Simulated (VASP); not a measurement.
A run of VASP 6.6.1:

Contents of INCAR:

```
ALGO = Normal
EDIFF = 1E-7
ENCUT = 520
GGA = PS
ISIF = 2
ISMEAR = 0
LASPH = True
LCHARG = False
LREAL = False
LWAVE = False
NBANDS = 26
NELM = 60
PREC = Accurate
SIGMA = 0.05
```

The input KPOINTS:

```
k-points
0
Gamma
  10 10 6
```

POSCAR

```
AgCl
1.0
    3.3311591989      0.0000000000      0.0000000000
    0.0000000000      3.3311591989      0.0000000000
    0.0000000000      0.0000000000      6.6623183978
Ag Cl
2 2
Direct
   -0.0558364188      0.0000000000      0.0000000000
    0.0558364188      0.0000000000      0.5000000000
    0.3213834991      0.5000000000      0.2500000000
    0.6786165009      0.5000000000      0.7500000000
```

Potentials or basis: VASP PAW PBE potentials, release 64 (Ag, Cl).

Command:

```sh
$ cat potpaw_PBE.64/Ag/POTCAR potpaw_PBE.64/Cl/POTCAR > POTCAR
$ mpirun -np 1 vasp_std > vasp.out
```

Hardware: 1 thread of AMD EPYC 9R45 96-Core Processor (Zen 5) (shared host).

Problem. Estimate the wall time of this run.

Solution. Run time: 2.4 min on 1 thread of AMD EPYC 9R45 96-Core Processor (Zen 5), on a shared host, peak memory 0.32 GiB. Counts: scf iterations 14, k points 144.
